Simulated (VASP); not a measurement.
## Ge: single point with PBE

Crystal: Ge.

```
Ge
1.0
     0.00000    2.88044    2.88044
     2.88044    0.00000    2.88044
     2.88044    2.88044    0.00000
Ge
2
Direct
  0.50000 0.50000 0.50000
  0.75000 0.75000 0.75000
```

```
Program                 : VASP 6.6.1
Task                    : single point
Functional              : PBE
Potentials or basis     : VASP PAW PBE potentials, release 64 (Ge_d)
Cutoff                  : 520 eV
k mesh                  : 14 × 14 × 14
Occupations             : gaussian, width 0.05 eV
Spin                    : no spin polarisation
Dipole correction       : no
k mesh for the DOS      : 21 × 21 × 21
Occupations for the DOS : tetrahedron
Further INCAR settings  : ALGO = Normal; EDIFF = 1e-06
```

The valence electrons inside the program's atomic spheres are Ge 12.36.

Levels at points of the mesh, in eV from the Fermi level:
| k point | band 12 | band 13 | band 14 | band 15 | band 16 | band 17 |
| --- | --- | --- | --- | --- | --- | --- |
| (0.00, 0.00, 0.00) | -0.45 | 0.00 | 0.00 | 0.00 | 2.53 | 2.53 |

Run time: 89 s on 1 thread of AMD EPYC 9R45 96-Core Processor (Zen 5), with other jobs on the host, peak memory 0.28 GiB.
